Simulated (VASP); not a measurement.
# In3Se: relaxation of cell and atoms with PBEsol

The system is In3Se.

```
In Se
1.0
     4.80376    0.00000    0.00000
     0.00000    4.80376    0.00000
     0.00000    0.00000    4.80376
In Se
3 1
Direct
  0.50000 0.50000 0.00000
  0.50000 0.00000 0.50000
  0.00000 0.50000 0.50000
  0.00000 0.00000 0.00000
```

- Program: VASP 6.6.1
- Task: relaxation of cell and atoms
- Functional: PBEsol
- Potentials or basis: VASP PAW PBE potentials, release 64 (In_d, Se)
- Cutoff: 600 eV
- k mesh: 6 × 6 × 6
- Occupations: fermi-dirac, width 0.05 eV
- Spin: no spin polarisation
- Target pressure: 5 GPa
- Dipole correction: no
- Further INCAR settings: ALGO = Normal; EDIFF = 1e-06; IBRION = 2; EDIFFG = -0.01; NSW = 60; ISIF = 3

The relaxed volume is 23.28 Å³/atom, the relaxed cell is a = 4.532 Å, b = 4.532 Å, c = 4.532 Å, α = 90.00°, β = 90.00°, γ = 90.00° and the space group after relaxing (to 0.1 Å) is Pm-3m (No. 221). The energy change on relaxing (the run minimises the enthalpy) is +9.9 meV/atom and the ionic steps are 3. The pressure after relaxing is 5.0 GPa. The band gap on the k mesh is zero (an odd number of electrons rules out a gap without spin polarisation).

The path:
```
step  energy change (eV)  largest force (eV/Å)  pressure (GPa)  volume (Å³)
   1              0.0000                0.0000           -2.93       110.85
   2              0.1476                0.0000            7.28        90.26
   3              0.0395                0.0000            5.00        93.11
```

Final structure:
```yaml
crystal:
  lattice:
    - [4.53239, 0.00000, 0.00000]
    - [0.00000, 4.53239, 0.00000]
    - [0.00000, 0.00000, 4.53239]
  atoms:
    - { symbol: In, position: [0.50000, 0.50000, 0.00000] }
    - { symbol: In, position: [0.50000, 0.00000, 0.50000] }
    - { symbol: In, position: [0.00000, 0.50000, 0.50000] }
    - { symbol: Se, position: [0.00000, 0.00000, 0.00000] }
```

Levels at points of the mesh, in eV from the Fermi level:
| k point | band 20 | band 21 | band 22 | band 23 | band 24 | band 25 | band 26 | band 27 |
| --- | --- | --- | --- | --- | --- | --- | --- | --- |
| (0.00, 0.00, 0.00) | -4.05 | -1.98 | -1.98 | 1.22 | 1.22 | 1.22 | 4.57 | 4.57 |
| (0.50, 0.00, 0.00) | -3.00 | -1.19 | -1.11 | -0.40 | -0.40 | 1.08 | 4.28 | 4.28 |
| (0.50, 0.50, 0.00) | -2.36 | -1.15 | -0.45 | -0.45 | 1.68 | 1.68 | 1.78 | 2.04 |
| (0.50, 0.50, 0.50) | -4.51 | -4.51 | -4.51 | -3.93 | 3.59 | 3.59 | 3.59 | 9.10 |

Wall time 63 s on 1 thread of Intel(R) Xeon(R) 6975P-C (Granite Rapids) (shared host), peak memory 0.28 GiB.

Caveat: the cell is relaxed towards a set pressure, so the run minimises the enthalpy, not the energy; the volume moved by over 15 % at a fixed basis, so the end points are rough; the PAW data sets were made with another functional, which shifts forces and pressure a little; spin-orbit coupling is left out, which moves the levels of the heavy elements.
